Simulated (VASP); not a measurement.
Runs of VASP 6.6.1 on Al. It takes space group Fm-3m (No. 225, cubic). Conventional cell: a = 4.050 Å, b = 4.050 Å, c = 4.050 Å, α = 90.00°, β = 90.00°, γ = 90.00°. Within 3.8 Å of Al (site symmetry m-3m) lie 12 Al at 2.86 Å. 

| level | potentials or basis | gap on the mesh (eV) | pressure (GPa) |
| --- | --- | --- | --- |
| RPBE | VASP PAW PBE potentials, release 64 (Al) | none | 0.5 |
| revPBE | VASP PAW PBE potentials, release 64 (Al) | none | 0.2 |
| LDA | VASP PAW LDA potentials, release 64 (Al) | none | -4.0 |
| PBE | VASP PAW PBE potentials, release 64 (Al) | none | (b) |
| PBEsol | VASP PAW PBE potentials, release 64 (Al) | none | (a) |

Alike in all rows: task single point; no spin polarisation; cell as given; k mesh 14 × 14 × 14; cutoff (eV) 500; smearing methfessel-paxton 0.05 eV.

Q: Estimate the missing entries.

A: (a) -2.2; (b) -0.8.

Caveats: the PAW data sets were made with another functional, which shifts forces and pressure a little (at least some runs); the cell stands under tension (at least some runs).

A gap of «none» marks levels without a gap at the run's occupations.
